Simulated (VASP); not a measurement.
Here is a VASP 6.6.1 calculation.

The input INCAR:

```
ALGO     = Normal         # electronic algorithm
EDIFF    = 1E-6           # SCF threshold, eV
EDIFFG   = -0.03          # ionic threshold
ENCUT    = 600            # plane-wave cutoff, eV
GGA      = PS             # functional
IBRION   = 2              # ionic algorithm
ISIF     = 3              # what is computed and relaxed
ISMEAR   = 1              # smearing method
LASPH    = T              # aspherical terms in the spheres
LCHARG   = F              # write CHGCAR
LREAL    = F              # projectors in reciprocal space
LWAVE    = F              # write WAVECAR
NELM     = 80             # most SCF steps
NSW      = 80             # ionic steps
PREC     = Accurate       # precision mode
SIGMA    = 0.05           # smearing width, eV
```

Contents of KPOINTS:

```
k-points
0
Gamma
  17 17 9
```

File POSCAR:

```
Ge
1.0
    2.9521351814      0.0000000000      0.0000000000
   -1.4760675907      2.5566240625      0.0000000000
    0.0000000000      0.0000000000      4.8456889745
Ge
2
Direct
    0.3333333333      0.6666666667      0.2500000000
    0.6666666667      0.3333333333      0.7500000000
```

Potentials or basis: VASP PAW PBE potentials, release 64 (Ge_d).

Command:

```sh
$ cat potpaw_PBE.64/Ge_d/POTCAR > POTCAR
$ mpirun -np 1 vasp_std > vasp.out
```

(1) Estimate the band gap on the k mesh.

Results:

(1) zero (bands 14 and 15 overlap by 10.01 eV).

Caveat: the relaxation stopped at its first step, so nothing moved.
